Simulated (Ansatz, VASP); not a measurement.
## Two plane-wave programs on Nb3As2

```
Nb As
1.0
     2.74672    1.58582    3.54121
    -2.74672    1.58582    3.54121
     0.00000   -3.17163    3.54121
Nb As
3 2
Direct
  0.50000 0.50000 0.00000
  0.00000 0.50000 0.50000
  0.50000 0.00000 0.50000
  0.12549 0.12549 0.12549
  0.87451 0.87451 0.87451
```

Alike in both runs: functional PBE; k mesh 12 × 12 × 12; occupations gaussian, width 0.1 eV; no spin polarisation.

Ansatz relaxed the structure, and its values are those at the end. VASP's run is a single point on that final structure, the one shown.

```csv
,VASP,Ansatz
version,VASP 6.6.1,Ansatz 0.2.0
potentials or method,"VASP PAW PBE potentials, release 64 (Nb_sv, As), cutoff 520 eV","scalar-relativistic, plane waves, PAW"
valence electrons in the cell,49,69
```

|  | VASP | Ansatz | Ansatz less VASP |
| --- | --- | --- | --- |
| gap on the k mesh at the Fermi level (eV) | none | none | - |
| pressure (GPa) | -0.1 | 0.0 | +0.06 |
| rms of the force components (eV/Å) | 0.004 | 0.000 | -0.0042 |

A gap of «none» marks a metal or a gap that the smearing closes. The functional is the same, so the differences come from potentials, cutoffs and numerics. VASP's potentials hold 49 valence electrons a cell and Ansatz's 69, so a difference there can come from the potentials and not from the codes.
